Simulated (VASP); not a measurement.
A run of VASP 6.6.1 is set up as follows.

The input INCAR:

```
SYSTEM = TiSi2
PREC = Accurate ; ENCUT = 520
EDIFF = 1E-7 ; ISMEAR = -1
SIGMA = 0.05 ; LREAL = .False.
LASPH = .True. ; NELM = 60
ALGO = Normal ; ISIF = 2
LWAVE = .False. ; LCHARG = .False.
GGA = RP ; NBANDS = 17
```

File KPOINTS:

```
Automatic mesh
0
Gamma
  12 12 12
  0 0 0
```

Contents of POSCAR:

```
TiSi2
1.0
   -1.4894525864      1.7212434236      4.2283904933
    1.4894525864     -1.7212434236      4.2283904933
    1.4894525864      1.7212434236     -4.2283904933
Ti Si
1 2
Direct
    0.0000000000      0.0000000000      0.0000000000
    0.6701035348      0.6701035348      0.0000000000
    0.3298964652      0.3298964652      0.0000000000
```

Potentials or basis: VASP PAW PBE potentials, release 64 (Ti_sv, Si).

Run with:

```bash
$ cat potpaw_PBE.64/Ti_sv/POTCAR potpaw_PBE.64/Si/POTCAR > POTCAR
$ mpirun -np 1 vasp_std > vasp.out
```

Task: What does it give for the largest force?

Result: 0.010 eV/Å.

Task: Predict the pressure.

Result: -0.3 GPa.

Task: Predict the band gap on the k mesh.

Result: Zero (bands 10 and 11 overlap by 2.27 eV).

Forces on the atoms (eV/Å):
```
Ti   0.000  0.000  0.000
Si   0.000  0.000  0.010
Si   0.000  0.000 -0.010
```

Caveat: the PAW data sets were made with another functional, which shifts forces and pressure a little.
